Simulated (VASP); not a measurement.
# CdW (Pm-3m) in VASP: single point with r2SCAN

Aim: the single point of CdW with r2SCAN.

Everything below comes from runs of VASP 6.6.1. Logs are shortened: lines on timing, memory, paths and dates and some standing lists are left out, and cuts for length are marked.

### 1 The cell of the first run

The structure is cubic, space group Pm-3m (No. 221). Conventional cell: a = 3.253 Å, b = 3.253 Å, c = 3.253 Å, α = 90.00°, β = 90.00°, γ = 90.00°. Within 3.7 Å of Cd (site symmetry m-3m) lie 8 W at 2.82 Å and 6 Cd at 3.25 Å. Within 3.7 Å of W (site symmetry m-3m) lie 8 Cd at 2.82 Å and 6 W at 3.25 Å.

### 2 Single point, r2SCAN

POSCAR reads:

```
CdW
1.0
    3.2532568695      0.0000000000      0.0000000000
    0.0000000000      3.2532568695      0.0000000000
    0.0000000000      0.0000000000      3.2532568695
Cd W
1 1
Direct
    0.0000000000      0.0000000000      0.0000000000
    0.5000000000      0.5000000000      0.5000000000
```

INCAR.step1 reads:

```
PREC = Accurate ; ENCUT = 700
ISMEAR = -1 ; SIGMA = 0.1
LREAL = False ; LASPH = True
NELM = 120 ; NBANDS = 24
GGA = PE ; ALGO = Normal
EDIFF = 1E-5 ; LWAVE = True
LCHARG = False ; GGA_COMPAT = False
```

INCAR.step2 reads:

```
PREC = Accurate ; ENCUT = 700
EDIFF = 1E-6 ; ISMEAR = -1
SIGMA = 0.1 ; LREAL = False
LASPH = True ; NELM = 120
ALGO = Normal ; ISIF = 2
LWAVE = False ; LCHARG = False
METAGGA = R2SCAN ; LMIXTAU = True
NBANDS = 24 ; ISTART = 1
GGA_COMPAT = False
```

KPOINTS reads:

```
regular mesh
0
Gamma
  6 6 6
```

Potentials or basis: VASP PAW PBE potentials, release 64 (Cd_sv_GW, W_sv).

Run with:

```bash
cat potpaw_PBE.64/Cd_sv_GW/POTCAR potpaw_PBE.64/W_sv/POTCAR > POTCAR
cp INCAR.step1 INCAR
mpirun -np 1 vasp_std > vasp.out
cp INCAR.step2 INCAR
mpirun -np 1 vasp_std > vasp.out
```

OUTCAR:

```text
PREC = Accurate
   ENCUT = 700
   EDIFF = 1E-6
   ISMEAR = -1
   LREAL = False
   LASPH = True
   NELM = 120
   ISIF = 2
   METAGGA = R2SCAN
   ISTART = 1

 ion  position               nearest neighbor table
   1  0.000  0.000  0.000-   2 2.82   2 2.82   2 2.82   2 2.82   2 2.82   2 2.82   2 2.82   2 2.82

   2  0.500  0.500  0.500-   1 2.82   1 2.82   1 2.82   1 2.82   1 2.82   1 2.82   1 2.82   1 2.82

  LATTYP: Found a simple cubic cell.
 ALAT       =     3.2532568695

  Lattice vectors:

 A1 = (   3.2532568695,   0.0000000000,   0.0000000000)
 A2 = (   0.0000000000,   3.2532568695,   0.0000000000)
 A3 = (   0.0000000000,   0.0000000000,   3.2532568695)

Analysis of symmetry for initial positions (statically):
=====================================================================
 Subroutine PRICEL returns:
 Original cell was already a primitive cell.

 Routine SETGRP: Setting up the symmetry group for a
 simple cubic supercell.

 Subroutine GETGRP returns: Found 48 space group operations
 (whereof 48 operations were pure point group operations)
 out of a pool of 48 trial point group operations.

The static configuration has the point symmetry O_h .

Analysis of symmetry for dynamics (positions and initial velocities):
=====================================================================
 Subroutine PRICEL returns:
 Original cell was already a primitive cell.

 Routine SETGRP: Setting up the symmetry group for a
 simple cubic supercell.

 Subroutine GETGRP returns: Found 48 space group operations
 (whereof 48 operations were pure point group operations)
 out of a pool of 48 trial point group operations.

The dynamic configuration has the point symmetry O_h .

 Subroutine INISYM returns: Found 48 space group operations
 (whereof 48 operations are pure point group operations),
 and found     1 'primitive' translations

----------------------------------------------------------------------------------------

                                     Primitive cell

  volume of cell :      34.4314

  direct lattice vectors                    reciprocal lattice vectors
     3.253256869  0.000000000  0.000000000     0.307384274  0.000000000  0.000000000
     0.000000000  3.253256869  0.000000000     0.000000000  0.307384274  0.000000000
     0.000000000  0.000000000  3.253256869     0.000000000  0.000000000  0.307384274

  length of vectors
     3.253256869  3.253256869  3.253256869     0.307384274  0.307384274  0.307384274

  position of ions in fractional coordinates (direct lattice)
     0.000000000  0.000000000  0.000000000
     0.500000000  0.500000000  0.500000000

  ion indices of the primitive-cell ions
   primitive index   ion index
                 1           1
                 2           2

----------------------------------------------------------------------------------------

 KPOINTS: regular mesh

Automatic generation of k-mesh.
 Grid dimensions read from file:
 generate k-points for:    6    6    6

 Generating k-lattice:

  Cartesian coordinates                     Fractional coordinates (reciprocal lattice)
     0.051230712  0.000000000  0.000000000     0.166666667  0.000000000  0.000000000
     0.000000000  0.051230712  0.000000000     0.000000000  0.166666667  0.000000000
     0.000000000  0.000000000  0.051230712     0.000000000  0.000000000  0.166666667

  Length of vectors
     0.051230712  0.051230712  0.051230712

  Shift w.r.t. Gamma in fractional coordinates (k-lattice)
     0.000000000  0.000000000  0.000000000

 Subroutine IBZKPT returns following result:
 ===========================================

 Found     20 irreducible k-points:

 Following reciprocal coordinates:
            Coordinates               Weight
  0.000000  0.000000  0.000000      1.000000
  0.166667  0.000000  0.000000      6.000000
  0.333333  0.000000  0.000000      6.000000
  0.500000  0.000000  0.000000      3.000000
  0.166667  0.166667  0.000000     12.000000
  0.333333  0.166667  0.000000     24.000000
[... 12 lines left out ...]
  0.500000  0.500000  0.333333      6.000000
  0.500000  0.500000  0.500000      1.000000
   k-points           NKPTS =     20   k-points in BZ     NKDIM =     20   number of bands    NBANDS=     24
   number of dos      NEDOS =    301   number of ions     NIONS =      2
   total plane-waves  NPLWV =  21952
   dimension x,y,z NGX =    28 NGY =   28 NGZ =   28
   dimension x,y,z NGXF=    56 NGYF=   56 NGZF=   56
   ions per type =               1   1
   NGX,Y,Z   is equivalent  to a cutoff of  14.31, 14.31, 14.31 a.u.
   NGXF,Y,Z  is equivalent  to a cutoff of  28.62, 28.62, 28.62 a.u.
 SYSTEM =  unknown system
   PREC   = accura    normal or accurate (medium, high low for compatibility)
   ISTART =      1    job   : 0-new  1-cont  2-samecut
   ICHARG =      0    charge: 1-file 2-atom 10-const
   ISPIN  =      1    spin polarized calculation?
   LNONCOLLINEAR =      F non collinear calculations
   LSORBIT =      F    spin-orbit coupling
   LASPH  =      T    aspherical Exc in radial PAW
   ENCUT  =  700.0 eV  51.45 Ry    7.17 a.u.   7.02  7.02  7.02*2*pi/ulx,y,z
   NELM   =    120;   NELMIN=  2; NELMDL=  0     # of ELM steps
   EDIFF  = 0.1E-05   stopping-criterion for ELM
   LREAL  =      F    real-space projection
   EDIFFG = 0.1E-04   stopping-criterion for IOM
   NSW    =      0    number of steps for IOM
   IBRION =     -1    ionic relax: 0-MD 1-quasi-New 2-CG
   NFREE  =      0    steps in history (QN), initial steepest desc. (CG)
   ISIF   =      2    stress and relaxation
   ISYM   =      2    0-nonsym 1-usesym 2-fastsym
   POTIM  = 0.5000    time-step for ionic-motion
   TEBEG  =    0.0;   TEEND  =   0.0 temperature during run
   PSTRESS=    0.0 pullay stress
   NELECT =      34.0000    total number of electrons
   NUPDOWN=      -1.0000    fix difference up-down
   EMIN   =  10.00;   EMAX   =-10.00  energy-range for DOS
   EFERMI =   0.00;   METHOD = LEGACY
   ISMEAR =    -1;   SIGMA  =   0.10  broadening in eV -4-tet -1-fermi 0-gaus
   EFERMI_NEDOS =   21; number of points for ismear=-14 and -15
   IALGO  =     38    algorithm
   IMIX   =      4    mixing-type and parameters
     AMIX     =   0.40;   BMIX     =  1.00
     AMIX_MAG =   1.60;   BMIX_MAG =  1.00
  volume/ion in A,a.u.               =      17.22       116.18
  Fermi-wavevector in a.u.,A,eV,Ry     =   1.630232  3.080692 36.159616  2.657657
  Thomas-Fermi vector in A             =   2.722567
   LORBIT       =      0    0 simple, 1 ext, 2 COOP (PROOUT), +10 PAW based schemes
   METAGGA = R2SCAN    functional components
   LHFCALC =     F    Hartree Fock is set to
   AEXX    =    0.0000 exact exchange contribution
   IVDW    =     0    specifies the selected vdW correction
   LEPSILON=     F    determine dielectric tensor
   LRPA    =     F    only Hartree local field effects (RPA)
 non-spin polarized calculation
  energy-cutoff  :      700.00
  volume of cell :       34.43
 maximum number of plane-waves:      1472
   NGX = 15   NGY = 15   NGZ = 15

 number of electron      34.0000015 magnetization

 Free energy of the ion-electron system (eV)
  ---------------------------------------------------
  ext. energy  EPLUGINS =         0.00000000
  ---------------------------------------------------
  free energy    TOTEN  =       -69.08409044 eV

  energy without entropy =      -69.03260595  energy(sigma->0) =      -69.05834819

 E-fermi :   9.1533     XC(G=0): -14.0719

 val. band max:        9.1501815291   @ k =   0.3333   0.1667   0.1667
 cond. band min:       9.1646292269   @ k =   0.1667   0.1667   0.0000
 fundamental gap:      0.0144476978
 Fermi energy:         9.1533084872

 k-point     1 :       0.0000    0.0000    0.0000
  band No.  band energies     occupation
      1     -96.5994      2.00000
      2     -66.9094      2.00000
      3     -56.7104      2.00000
      4     -56.7104      2.00000
      5     -56.7104      2.00000
      6     -30.3735      2.00000
[... 16 lines left out ...]
     23      21.8833      0.00000
     24      24.6804      0.00000

 k-point     2 :       0.1667    0.0000    0.0000
  band No.  band energies     occupation
      1     -96.5992      2.00000
      2     -66.9078      2.00000
      3     -56.7134      2.00000
      4     -56.7102      2.00000
      5     -56.7102      2.00000
      6     -30.4206      2.00000
[... 16 lines left out ...]
     23      22.6370      0.00000
     24      22.8520      0.00000

 k-point     3 :       0.3333    0.0000    0.0000
  band No.  band energies     occupation
      1     -96.5990      2.00000
      2     -66.9046      2.00000
      3     -56.7193      2.00000
      4     -56.7097      2.00000
      5     -56.7097      2.00000
      6     -30.5137      2.00000
[... 16 lines left out ...]
     23      21.1006      0.00000
     24      22.4636      0.00000

 k-point     4 :       0.5000    0.0000    0.0000
  band No.  band energies     occupation
      1     -96.5988      2.00000
      2     -66.9030      2.00000
      3     -56.7223      2.00000
      4     -56.7094      2.00000
      5     -56.7094      2.00000
      6     -30.5597      2.00000
[... 16 lines left out ...]
     23      22.5554      0.00000
     24      22.5554      0.00000

 k-point     5 :       0.1667    0.1667    0.0000
  band No.  band energies     occupation
      1     -96.5991      2.00000
      2     -66.9062      2.00000
      3     -56.7134      2.00000
      4     -56.7130      2.00000
      5     -56.7099      2.00000
      6     -30.4192      2.00000
[... 16 lines left out ...]
     23      22.2475      0.00000
     24      24.3237      0.00000

 k-point     6 :       0.3333    0.1667    0.0000
  band No.  band energies     occupation
      1     -96.5988      2.00000
      2     -66.9029      2.00000
      3     -56.7192      2.00000
      4     -56.7128      2.00000
      5     -56.7094      2.00000
      6     -30.5082      2.00000
[... 16 lines left out ...]
     23      20.8572      0.00000
     24      23.1871      0.00000
[... 271 lines left out ...]
 k-point    17 :       0.3333    0.3333    0.3333
  band No.  band energies     occupation
      1     -96.5982      2.00000
      2     -66.8943      2.00000
      3     -56.7183      2.00000
      4     -56.7183      2.00000
      5     -56.7183      2.00000
      6     -30.4854      2.00000
[... 16 lines left out ...]
     23      18.2968      0.00000
     24      20.9664      0.00000

 k-point    18 :       0.5000    0.3333    0.3333
  band No.  band energies     occupation
      1     -96.5980      2.00000
      2     -66.8926      2.00000
      3     -56.7215      2.00000
      4     -56.7181      2.00000
      5     -56.7180      2.00000
      6     -30.5284      2.00000
[... 16 lines left out ...]
     23      17.7768      0.00000
     24      19.3969      0.00000

 k-point    19 :       0.5000    0.5000    0.3333
  band No.  band energies     occupation
      1     -96.5979      2.00000
      2     -66.8909      2.00000
      3     -56.7212      2.00000
      4     -56.7212      2.00000
      5     -56.7178      2.00000
      6     -30.5243      2.00000
[... 16 lines left out ...]
     23      19.4756      0.00000
     24      19.7006      0.00000

 k-point    20 :       0.5000    0.5000    0.5000
  band No.  band energies     occupation
      1     -96.5978      2.00000
      2     -66.8893      2.00000
      3     -56.7209      2.00000
      4     -56.7209      2.00000
      5     -56.7209      2.00000
      6     -30.5210      2.00000
[... 16 lines left out ...]
     23      16.1873      0.00000
     24      19.4511      0.00000

------------------------ aborting loop because EDIFF is reached ----------------------------------------

  FORCE on cell =-STRESS in cart. coord.  units (eV):
  Direction    XX          YY          ZZ          XY          YZ          ZX
  --------------------------------------------------------------------------------------
  -------------------------------------------------------------------------------------
  Total        0.0953778      0.0953778      0.0953778     -0.0000000      0.0000000      0.0000000
  in kB        4.4381593      4.4381593      4.4381593     -0.0000000      0.0000000      0.0000000
  external PRESSURE =       4.4381593 kB  Pullay stress =       0.0000000 kB

 VOLUME and BASIS-vectors are now :
 -----------------------------------------------------------------------------
  energy-cutoff  :      700.00
  volume of cell :       34.43
      direct lattice vectors                 reciprocal lattice vectors
     3.253256869  0.000000000  0.000000000     0.307384274  0.000000000  0.000000000
     0.000000000  3.253256869  0.000000000     0.000000000  0.307384274  0.000000000
     0.000000000  0.000000000  3.253256869     0.000000000  0.000000000  0.307384274

 POSITION                                       TOTAL-FORCE (eV/Angst)
 -----------------------------------------------------------------------------------
      0.00000      0.00000      0.00000         0.000000      0.000000      0.000000
      1.62663      1.62663      1.62663         0.000000      0.000000      0.000000
 -----------------------------------------------------------------------------------
    total drift:                               -0.000000      0.000000      0.000000

  FREE ENERGIE OF THE ION-ELECTRON SYSTEM (eV)
  ---------------------------------------------------
  free  energy   TOTEN  =       -69.0840904361 eV

  energy  without entropy=      -69.0326059493  energy(sigma->0) =      -69.05834819
```

Run time: 34 s. Hardware: 1 thread of Intel Xeon 6975P-C (Granite Rapids), shared host; peak memory 0.2 GiB.

Results:

| Property | Result |
| --- | --- |
| Free energy | -69.0841 eV |
| Pressure | 0.4 GPa |
| Band gap on the k mesh | zero (bands 17 and 18 overlap by 3.49 eV) |

Caveat: the PAW data sets were made with another functional, which shifts forces and pressure a little; spin-orbit coupling is left out, which moves the levels of the heavy elements.
